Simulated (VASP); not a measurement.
# Y in VASP: further runs

Runs on Y. Level: PBE. Tasks: single point.

Program: VASP 6.6.1. These are calculated values, not measurements. Logs are shortened: lines on timing, memory, paths and dates and some standing lists are left out, and cuts for length are marked.

### Step 1. The cell of the first run

The cell holds a slab with vacuum, 6 atoms: a = 3.658 Å, b = 5.673 Å, c = 23.392 Å, α = 90.00°, β = 90.00°, γ = 90.00°.

### Step 2. Single point, PBE

Input file INCAR:

```
ALGO = Normal
EDIFF = 1E-7
ENCUT = 520
GGA = PE
ISIF = 2
ISMEAR = -1
LASPH = True
LCHARG = False
LREAL = False
LWAVE = False
NBANDS = 42
NELM = 80
PREC = Accurate
SIGMA = 0.05
```

Input file KPOINTS:

```
k-points
0
Gamma
  10 7 1
```

Input file POSCAR:

```
Y
1.0
    3.6580181829      0.0000000000      0.0000000000
    0.0000000000      5.6733912590      0.0000000000
    0.0000000000      0.0000000000     23.3919000000
Y
6
Direct
    0.7500000000      0.7500000000      0.3462357758
    0.2500000000      0.2500000000      0.3925698162
    0.2500000000      0.7500000000      0.4755114704
    0.7500000000      0.2500000000      0.5244885275
    0.7500000000      0.7500000000      0.6074301869
    0.2500000000      0.2500000000      0.6537642232
```

Potentials or basis: VASP PAW PBE potentials, release 64 (Y_sv).

Command:

```console
cat potpaw_PBE.64/Y_sv/POTCAR > POTCAR
mpirun -np 1 vasp_std > vasp.out
```

OUTCAR:

```text
EDIFF = 1E-7
   ENCUT = 520
   GGA = PE
   ISIF = 2
   ISMEAR = -1
   LASPH = True
   LREAL = False
   NELM = 80
   PREC = Accurate

 ion  position               nearest neighbor table
   1  0.750  0.750  0.346-   3 3.53   3 3.53   2 3.54   2 3.54   2 3.54   2 3.54
   2  0.250  0.250  0.393-   3 3.44   3 3.44   1 3.54   1 3.54   1 3.54   1 3.54   4 3.59   4 3.59

   3  0.250  0.750  0.476-   2 3.44   2 3.44   1 3.53   1 3.53   4 3.56   4 3.56   4 3.56   4 3.56
                             5 3.59   5 3.59
   4  0.750  0.250  0.524-   5 3.44   5 3.44   6 3.53   6 3.53   3 3.56   3 3.56   3 3.56   3 3.56
                             2 3.59   2 3.59
   5  0.750  0.750  0.607-   4 3.44   4 3.44   6 3.54   6 3.54   6 3.54   6 3.54   3 3.59   3 3.59

   6  0.250  0.250  0.654-   4 3.53   4 3.53   5 3.54   5 3.54   5 3.54   5 3.54

  LATTYP: Found a simple orthorhombic cell.
 ALAT       =     3.6580181829
 B/A-ratio  =     1.5509467081
 C/A-ratio  =     6.3946921066

  Lattice vectors:

 A1 = (   3.6580181829,   0.0000000000,   0.0000000000)
 A2 = (   0.0000000000,   5.6733912590,   0.0000000000)
 A3 = (   0.0000000000,   0.0000000000,  23.3919000000)

Analysis of symmetry for initial positions (statically):
=====================================================================
 Subroutine PRICEL returns:
 Original cell was already a primitive cell.

 Routine SETGRP: Setting up the symmetry group for a
 simple orthorhombic supercell.

 Subroutine GETGRP returns: Found  8 space group operations
 (whereof  2 operations were pure point group operations)
 out of a pool of  8 trial point group operations.

The static configuration has the point symmetry S_2 .
 The point group associated with its full space group is D_2h.

Analysis of symmetry for dynamics (positions and initial velocities):
=====================================================================
 Subroutine PRICEL returns:
 Original cell was already a primitive cell.

 Routine SETGRP: Setting up the symmetry group for a
 simple orthorhombic supercell.

 Subroutine GETGRP returns: Found  8 space group operations
 (whereof  2 operations were pure point group operations)
 out of a pool of  8 trial point group operations.

The dynamic configuration has the point symmetry S_2 .
 The point group associated with its full space group is D_2h.

 Subroutine INISYM returns: Found  8 space group operations
 (whereof  2 operations are pure point group operations),
 and found     1 'primitive' translations

----------------------------------------------------------------------------------------

                                     Primitive cell

  volume of cell :     485.4607

  direct lattice vectors                    reciprocal lattice vectors
     3.658018183  0.000000000  0.000000000     0.273372069  0.000000000  0.000000000
     0.000000000  5.673391259  0.000000000     0.000000000  0.176261420  0.000000000
     0.000000000  0.000000000 23.391900000     0.000000000  0.000000000  0.042749841

  length of vectors
     3.658018183  5.673391259 23.391900000     0.273372069  0.176261420  0.042749841

  position of ions in fractional coordinates (direct lattice)
     0.750000000  0.750000000  0.346235776
     0.250000000  0.250000000  0.392569816
     0.250000000  0.750000000  0.475511470
     0.750000000  0.250000000  0.524488527
     0.750000000  0.750000000  0.607430187
     0.250000000  0.250000000  0.653764223

  ion indices of the primitive-cell ions
   primitive index   ion index
                 1           1
                 2           2
                 3           3
                 4           4
                 5           5
                 6           6

----------------------------------------------------------------------------------------

 KPOINTS: k-points

Automatic generation of k-mesh.
 Grid dimensions read from file:
 generate k-points for:   10    7    1

 Generating k-lattice:

  Cartesian coordinates                     Fractional coordinates (reciprocal lattice)
     0.027337207  0.000000000  0.000000000     0.100000000  0.000000000  0.000000000
     0.000000000  0.025180203  0.000000000     0.000000000  0.142857143  0.000000000
     0.000000000  0.000000000  0.042749841     0.000000000  0.000000000  1.000000000

  Length of vectors
     0.027337207  0.025180203  0.042749841

  Shift w.r.t. Gamma in fractional coordinates (k-lattice)
     0.000000000  0.000000000  0.000000000

 Subroutine IBZKPT returns following result:
 ===========================================

 Found     24 irreducible k-points:

 Following reciprocal coordinates:
            Coordinates               Weight
  0.000000  0.000000  0.000000      1.000000
  0.100000  0.000000  0.000000      2.000000
  0.200000  0.000000  0.000000      2.000000
  0.300000  0.000000  0.000000      2.000000
  0.400000  0.000000  0.000000      2.000000
  0.500000  0.000000  0.000000      1.000000
[... 16 lines left out ...]
  0.400000  0.428571  0.000000      4.000000
  0.500000  0.428571  0.000000      2.000000
   k-points           NKPTS =     24   k-points in BZ     NKDIM =     24   number of bands    NBANDS=     42
   number of dos      NEDOS =    301   number of ions     NIONS =      6
   total plane-waves  NPLWV = 211680
   dimension x,y,z NGX =    28 NGY =   42 NGZ =  180
   dimension x,y,z NGXF=    56 NGYF=   84 NGZF=  360
   ions per type =               6
   NGX,Y,Z   is equivalent  to a cutoff of  12.73, 12.31, 12.79 a.u.
   NGXF,Y,Z  is equivalent  to a cutoff of  25.45, 24.61, 25.59 a.u.
 SYSTEM =  unknown system
   PREC   = accura    normal or accurate (medium, high low for compatibility)
   ISTART =      0    job   : 0-new  1-cont  2-samecut
   ICHARG =      2    charge: 1-file 2-atom 10-const
   ISPIN  =      1    spin polarized calculation?
   LNONCOLLINEAR =      F non collinear calculations
   LSORBIT =      F    spin-orbit coupling
   LASPH  =      T    aspherical Exc in radial PAW
   ENCUT  =  520.0 eV  38.22 Ry    6.18 a.u.   6.80 10.55 43.49*2*pi/ulx,y,z
   NELM   =     80;   NELMIN=  2; NELMDL= -5     # of ELM steps
   EDIFF  = 0.1E-06   stopping-criterion for ELM
   LREAL  =      F    real-space projection
   EDIFFG = 0.1E-05   stopping-criterion for IOM
   NSW    =      0    number of steps for IOM
   IBRION =     -1    ionic relax: 0-MD 1-quasi-New 2-CG
   NFREE  =      0    steps in history (QN), initial steepest desc. (CG)
   ISIF   =      2    stress and relaxation
   ISYM   =      2    0-nonsym 1-usesym 2-fastsym
   POTIM  = 0.5000    time-step for ionic-motion
   TEBEG  =    0.0;   TEEND  =   0.0 temperature during run
   PSTRESS=    0.0 pullay stress
   NELECT =      66.0000    total number of electrons
   NUPDOWN=      -1.0000    fix difference up-down
   EMIN   =  10.00;   EMAX   =-10.00  energy-range for DOS
   EFERMI =   0.00;   METHOD = LEGACY
   ISMEAR =    -1;   SIGMA  =   0.05  broadening in eV -4-tet -1-fermi 0-gaus
   EFERMI_NEDOS =   21; number of points for ismear=-14 and -15
   IALGO  =     38    algorithm
   IMIX   =      4    mixing-type and parameters
     AMIX     =   0.40;   BMIX     =  1.00
     AMIX_MAG =   1.60;   BMIX_MAG =  1.00
  volume/ion in A,a.u.               =      80.91       546.01
  Fermi-wavevector in a.u.,A,eV,Ry     =   0.841792  1.590756  9.641275  0.708614
  Thomas-Fermi vector in A             =   1.956394
   LORBIT       =      0    0 simple, 1 ext, 2 COOP (PROOUT), +10 PAW based schemes
   GGA     = PE    functional components
   LHFCALC =     F    Hartree Fock is set to
   AEXX    =    0.0000 exact exchange contribution
   IVDW    =     0    specifies the selected vdW correction
   LEPSILON=     F    determine dielectric tensor
   LRPA    =     F    only Hartree local field effects (RPA)
 non-spin polarized calculation
  energy-cutoff  :      520.00
  volume of cell :      485.46
 maximum number of plane-waves:     13138
 NGX is ok and might be reduce to    28
   NGX = 13   NGY = 21   NGZ = 87

 number of electron      65.9999999 magnetization

 Free energy of the ion-electron system (eV)
  ---------------------------------------------------
  ext. energy  EPLUGINS =         0.00000000
  ---------------------------------------------------
  free energy    TOTEN  =       -36.10407668 eV

  energy without entropy =      -35.99961431  energy(sigma->0) =      -36.05184550

 E-fermi :  -0.6428     XC(G=0):  -4.6195

 val. band max:       -0.6483441574   @ k =   0.4000   0.0000   0.0000
 cond. band min:      -0.6370848611   @ k =   0.4000   0.1429   0.0000
 fundamental gap:      0.0112592963
 Fermi energy:        -0.6428364932

 k-point     1 :       0.0000    0.0000    0.0000
  band No.  band energies     occupation
      1     -43.8932      2.00000
      2     -43.8931      2.00000
      3     -43.4290      2.00000
      4     -43.4267      2.00000
      5     -43.1263      2.00000
      6     -43.0825      2.00000
[... 34 lines left out ...]
     41       1.0783      0.00000
     42       1.1119      0.00000

 k-point     2 :       0.1000    0.0000    0.0000
  band No.  band energies     occupation
      1     -43.8915      2.00000
      2     -43.8914      2.00000
      3     -43.4275      2.00000
      4     -43.4252      2.00000
      5     -43.1237      2.00000
      6     -43.0820      2.00000
[... 34 lines left out ...]
     41       0.9514      0.00000
     42       1.0554      0.00000

 k-point     3 :       0.2000    0.0000    0.0000
  band No.  band energies     occupation
      1     -43.8871      2.00000
      2     -43.8870      2.00000
      3     -43.4234      2.00000
      4     -43.4215      2.00000
      5     -43.1166      2.00000
      6     -43.0811      2.00000
[... 897 lines left out ...]
      4     -43.4129      2.00000
      5     -43.0924      2.00000
      6     -43.0893      2.00000
[... 34 lines left out ...]
     41       0.5180      0.00000
     42       0.5765      0.00000

 k-point    24 :       0.5000    0.4286    0.0000
  band No.  band energies     occupation
      1     -43.8754      2.00000
      2     -43.8754      2.00000
      3     -43.4114      2.00000
      4     -43.4114      2.00000
      5     -43.0893      2.00000
      6     -43.0893      2.00000
[... 34 lines left out ...]
     41       0.6221      0.00000
     42       0.6221      0.00000

------------------------ aborting loop because EDIFF is reached ----------------------------------------

  FORCE on cell =-STRESS in cart. coord.  units (eV):
  Direction    XX          YY          ZZ          XY          YZ          ZX
  --------------------------------------------------------------------------------------
  -------------------------------------------------------------------------------------
  Total       -1.2004529     -1.7779561     -0.1289396      0.0000000      0.0000000      0.0000000
  in kB       -3.9618828     -5.8678301     -0.4255422      0.0000000      0.0000000      0.0000000
  external PRESSURE =      -3.4184184 kB  Pullay stress =       0.0000000 kB

 VOLUME and BASIS-vectors are now :
 -----------------------------------------------------------------------------
  energy-cutoff  :      520.00
  volume of cell :      485.46
      direct lattice vectors                 reciprocal lattice vectors
     3.658018183  0.000000000  0.000000000     0.273372069  0.000000000  0.000000000
     0.000000000  5.673391259  0.000000000     0.000000000  0.176261420  0.000000000
     0.000000000  0.000000000 23.391900000     0.000000000  0.000000000  0.042749841

 POSITION                                       TOTAL-FORCE (eV/Angst)
 -----------------------------------------------------------------------------------
      2.74351      4.25504      8.09911        -0.000000     -0.000000      0.009441
      0.91450      1.41835      9.18295        -0.000000      0.000000      0.009356
      0.91450      4.25504     11.12312        -0.000000      0.000000      0.002975
      2.74351      1.41835     12.26878        -0.000000      0.000000     -0.002975
      2.74351      4.25504     14.20895        -0.000000      0.000000     -0.009356
      0.91450      1.41835     15.29279         0.000000     -0.000000     -0.009441
 -----------------------------------------------------------------------------------
    total drift:                                0.000000      0.000000     -0.000003

  FREE ENERGIE OF THE ION-ELECTRON SYSTEM (eV)
  ---------------------------------------------------
  free  energy   TOTEN  =       -36.1040766836 eV

  energy  without entropy=      -35.9996143133  energy(sigma->0) =      -36.05184550
```

Wall time 23 min (1 thread of AMD EPYC 7R13 (Zen 3), shared host); peak memory 0.67 GiB.

What came out:

```yaml
Free_energy: -36.1041 eV
Largest_force: 0.009 eV/Å
Band_gap_on_the_k_mesh: zero (band 33 reaches -0.45 eV, above the bottom of band 34 at -0.97 eV)
```

Forces on the atoms (eV/Å):
```
Y    0.000  0.000  0.009
Y    0.000  0.000  0.009
Y    0.000  0.000  0.003
Y    0.000  0.000 -0.003
Y    0.000  0.000 -0.009
Y    0.000  0.000 -0.009
```

### Step 3. Single point, PBE

Input file INCAR:

```
SYSTEM = Y
PREC = Accurate ; ENCUT = 520
EDIFF = 1E-7 ; ISMEAR = -1
SIGMA = 0.05 ; LREAL = .FALSE.
LASPH = .TRUE. ; NELM = 100
ALGO = Normal ; ISIF = 2
LWAVE = .FALSE. ; LCHARG = .TRUE.
LDIPOL = .TRUE. ; IDIPOL = 3
DIPOL = 0.5 0.5 0.500 ; GGA = PE
LELF = .TRUE. ; LVHAR = .TRUE.
LVACPOTAV = .TRUE. ; NBANDS = 42
```

Input file KPOINTS:

```
Automatic mesh
0
G
  10 7 1
  0 0 0
```

Input file POSCAR:

```
Y
1.0
    3.6580181829      0.0000000000      0.0000000000
    0.0000000000      5.6733912590      0.0000000000
    0.0000000000      0.0000000000     23.3919000000
Y
6
Direct
    0.7500000000      0.7500000000      0.3419997468
    0.2500000000      0.2500000000      0.3871426766
    0.2500000000      0.7500000000      0.4774285351
    0.7500000000      0.2500000000      0.5225714649
    0.7500000000      0.7500000000      0.6128573234
    0.2500000000      0.2500000000      0.6580002532
```

Potentials or basis: VASP PAW PBE potentials, release 64 (Y_sv).

Command:

```console
cat potpaw_PBE.64/Y_sv/POTCAR > POTCAR
mpirun -np 1 vasp_std > vasp.out
```

OUTCAR:

```text
SYSTEM = Y
   PREC = Accurate
   ENCUT = 520
   EDIFF = 1E-7
   ISMEAR = -1
   LREAL = .FALSE.
   LASPH = .TRUE.
   NELM = 100
   ISIF = 2
   GGA = PE

 ion  position               nearest neighbor table
   1  0.750  0.750  0.342-   2 3.54   2 3.54   2 3.54   2 3.54   3 3.66   3 3.66
   2  0.250  0.250  0.387-   3 3.54   3 3.54   1 3.54   1 3.54   1 3.54   1 3.54   4 3.66   4 3.66

   3  0.250  0.750  0.477-   2 3.54   2 3.54   4 3.54   4 3.54   4 3.54   4 3.54   5 3.66   5 3.66
                             1 3.66   1 3.66
   4  0.750  0.250  0.523-   5 3.54   5 3.54   3 3.54   3 3.54   3 3.54   3 3.54   2 3.66   2 3.66
                             6 3.66   6 3.66
   5  0.750  0.750  0.613-   4 3.54   4 3.54   6 3.54   6 3.54   6 3.54   6 3.54   3 3.66   3 3.66

[... 1292 lines left out ...]
  in kB       -5.5984346     -8.0971706     -8.9348140      0.0000000      0.0000000      0.0000000
  external PRESSURE =      -7.5434731 kB  Pullay stress =       0.0000000 kB

 VOLUME and BASIS-vectors are now :
 -----------------------------------------------------------------------------
  energy-cutoff  :      520.00
  volume of cell :      485.46
      direct lattice vectors                 reciprocal lattice vectors
     3.658018183  0.000000000  0.000000000     0.273372069  0.000000000  0.000000000
     0.000000000  5.673391259  0.000000000     0.000000000  0.176261420  0.000000000
     0.000000000  0.000000000 23.391900000     0.000000000  0.000000000  0.042749841

 POSITION                                       TOTAL-FORCE (eV/Angst)
 -----------------------------------------------------------------------------------
      2.74351      4.25504      8.00002         0.000000      0.000000      0.210840
      0.91450      1.41835      9.05600         0.000000      0.000000      0.268121
      0.91450      4.25504     11.16796         0.000000     -0.000000     -0.260975
      2.74351      1.41835     12.22394         0.000000     -0.000000      0.260975
      2.74351      4.25504     14.33590         0.000000      0.000000     -0.268121
      0.91450      1.41835     15.39188         0.000000      0.000000     -0.210840
 -----------------------------------------------------------------------------------
    total drift:                                0.000000      0.000000      0.000000

  FREE ENERGIE OF THE ION-ELECTRON SYSTEM (eV)
  ---------------------------------------------------
  free  energy   TOTEN  =       -36.0335371782 eV

  energy  without entropy=      -35.9238283129  energy(sigma->0) =      -35.97868275

 vacuum level on the upper side and lower side of the slab         2.687         2.687
```

OSZICAR:

```text
N       E                     dE             d eps       ncg     rms          rms(c)
DAV:   1     0.338537661353E+03    0.33854E+03   -0.32167E+04  2608   0.132E+03
DAV:   2     0.590119088992E+01   -0.33264E+03   -0.32291E+03  2430   0.320E+02
DAV:   3    -0.332909340292E+02   -0.39192E+02   -0.38232E+02  3148   0.568E+01
[... 20 lines left out ...]
DAV:  24    -0.360335326067E+02   -0.14416E-04   -0.45914E-07  1720   0.137E-03    0.118E-03
DAV:  25    -0.360335354642E+02   -0.28574E-05   -0.97977E-08  1708   0.729E-04    0.565E-04
DAV:  26    -0.360335368806E+02   -0.14165E-05   -0.66410E-08  1556   0.507E-04    0.245E-04
DAV:  27    -0.360335371283E+02   -0.24764E-06   -0.11373E-08  1484   0.279E-04    0.566E-05
DAV:  28    -0.360335371782E+02   -0.49956E-07   -0.24964E-09  1340   0.142E-04
   1 F= -.36033537E+02 E0= -.35978683E+02  d E =-.109709E+00
```

stdout:

```text
POSCAR found type information on POSCAR Y
 POSCAR found :  1 types and       6 ions
 scaLAPACK will be used
 LDA part: xc-table for (Slater+PW92), standard interpolation
 POSCAR, INCAR and KPOINTS ok, starting setup
 FFT: planning ... GRIDC
 FFT: planning ... GRID_SOFT
 FFT: planning ... GRID
 WAVECAR not read
 entering main loop
 -----------------------------------------------------------------------------
|                                                                             |
|           W    W    AA    RRRRR   N    N  II  N    N   GGGG   !!!           |
|           W    W   A  A   R    R  NN   N  II  NN   N  G    G  !!!           |
|           W    W  A    A  R    R  N N  N  II  N N  N  G       !!!           |
|           W WW W  AAAAAA  RRRRR   N  N N  II  N  N N  G  GGG   !            |
|           WW  WW  A    A  R   R   N   NN  II  N   NN  G    G                |
|           W    W  A    A  R    R  N    N  II  N    N   GGGG   !!!           |
|                                                                             |
|     Did not find any points to average over, which means that no vacuum     |
|     field-free region was found. Please increase the size of  your cell     |
|     in the dimension of the dipole correction to obtain accurate            |
|     workfunction values.                                                    |
|                                                                             |
 -----------------------------------------------------------------------------
```

It took 25 min on 1 thread of AMD EPYC 7R43 (Zen 3), shared host; peak memory 0.66 GiB.

What came out:

| Item | Value |
| --- | --- |
| Free energy | -36.0335 eV |
| Largest force | 0.268 eV/Å |
| Band gap on the k mesh | zero (band 33 reaches -0.42 eV, above the bottom of band 34 at -1.01 eV) |

Forces on the atoms (eV/Å):
```
Y    0.000  0.000  0.211
Y    0.000  0.000  0.268
Y    0.000  0.000 -0.261
Y    0.000  0.000  0.261
Y    0.000  0.000 -0.268
Y    0.000  0.000 -0.211
```
